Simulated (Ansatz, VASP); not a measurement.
KF: VASP beside Ansatz

```
K F
1.0
     0.00000    2.70024    2.67350
     2.70024    0.00000    2.67350
     2.70024    2.70024    0.00000
K F
1 1
Direct
  0.00000 0.00000 0.00000
  0.50000 0.50000 0.50000
```

Change from the starting cell: strain +0.0100 x Voigt [1, 1, 0, 0, 0, 0], atoms carried along.

Alike in both runs: task single point; functional r2SCAN; k mesh 8 × 8 × 8; occupations gaussian, width 0.05 eV; no spin polarisation.

|  | VASP | Ansatz |
| --- | --- | --- |
| version | VASP 6.6.1 | Ansatz 0.2.0 |
| potentials or method | VASP PAW PBE potentials, release 64 (K_sv, F), cutoff 520 eV | scalar-relativistic, plane waves, PAW |
| valence electrons in the cell | 16 | 16 |

VASP gave:

| Quantity | Value |
| --- | --- |
| gap on the k mesh at the Fermi level (eV) | 6.70 |
| least direct gap on the mesh (eV) | 6.70 |
| pressure (GPa) | -1.2 |
| traceless stress, the component that is largest in VASP (GPa) | 0.35 |

Question: Estimate Ansatz's values.

Answer: gap on the k mesh at the Fermi level (eV): 6.71; least direct gap on the mesh (eV): 6.71; pressure (GPa): -1.2; traceless stress, the component that is largest in VASP (GPa): 0.34.

VASP's potentials were made for PBE, not for r2SCAN. With one functional, cell and mesh, what is left measures potentials, basis and numerics.
